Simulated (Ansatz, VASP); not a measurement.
**One calculation of As, two programs**

File POSCAR:

```
As
1.0
    1.7950784285      1.0363890139      5.0542643309
   -1.7950784285      1.0363890139      5.0542643309
    0.0000000000     -2.0727780278      5.0542643309
As
2
Direct
    0.7883402482      0.7883402482      0.7883402482
    0.2116597518      0.2116597518      0.2116597518
```

The input INCAR.step1:

```
PREC = Accurate
ENCUT = 520
ISMEAR = 0
SIGMA = 0.2
LREAL = False
LASPH = True
NELM = 80
NBANDS = 12
GGA = PE
ALGO = Normal
EDIFF = 1E-4
LWAVE = True
LCHARG = False
```

File INCAR.step2:

```
PREC = Accurate
ENCUT = 520
EDIFF = 1E-7
ISMEAR = 0
SIGMA = 0.2
LREAL = False
LASPH = True
NELM = 80
ALGO = Normal
ISIF = 2
LWAVE = False
LCHARG = False
METAGGA = R2SCAN
LMIXTAU = True
NBANDS = 12
ISTART = 1
```

Contents of KPOINTS:

```
regular mesh
0
Gamma
  10 10 10
```

Input for Ansatz:

```yaml
crystal:
  lattice:
    - [1.7950784285, 1.0363890139, 5.0542643309]
    - [-1.7950784285, 1.0363890139, 5.0542643309]
    - [0.0, -2.0727780278, 5.0542643309]
  atoms:
    - { symbol: As, position: [0.7883402482, 0.7883402482, 0.7883402482] }
    - { symbol: As, position: [0.2116597518, 0.2116597518, 0.2116597518] }
hamiltonian:
  xc: r2scan
  pseudopotentials:
    kind: paw
    azcp:
      As: "pseudopotentials/As.paw.azcp"
basis:
  ecutwfc: 500
  fft_grid_basis: typed
kpoints:
  mp_grid: { grid: [10, 10, 10], shift: [0, 0, 0] }
magnetization:
  spin_polarized: false
scf:
  occupations: { method: gaussian, width: 0.2 }
  lower_state_search: "off"
output:
  stress: true
  write_density: true
  write_potential: true
  elf: true
  volumetric_format: npy
```

Alike in both runs: task single point; functional r2SCAN; k mesh 10 × 10 × 10; occupations gaussian, width 0.2 eV; no spin polarisation.

|  | VASP | Ansatz |
| --- | --- | --- |
| version | VASP 6.6.1 | Ansatz 0.2.0 |
| potentials or method | VASP PAW PBE potentials, release 64 (As), cutoff 520 eV | plane waves (500 eV) with PAW, scalar-relativistic |
| valence electrons in the cell | 10 | 30 |

|  | VASP | Ansatz | Ansatz less VASP |
| --- | --- | --- | --- |
| pressure (GPa) | 0.1 | 0.0 | -0.13 |
| traceless stress, the component that is largest in VASP (GPa) | 0.13 | 0.04 | -0.095 |

VASP's potentials were made for PBE, not for r2SCAN. VASP's potentials hold 10 valence electrons a cell and Ansatz's 30, so a difference there can come from the potentials and not from the codes.
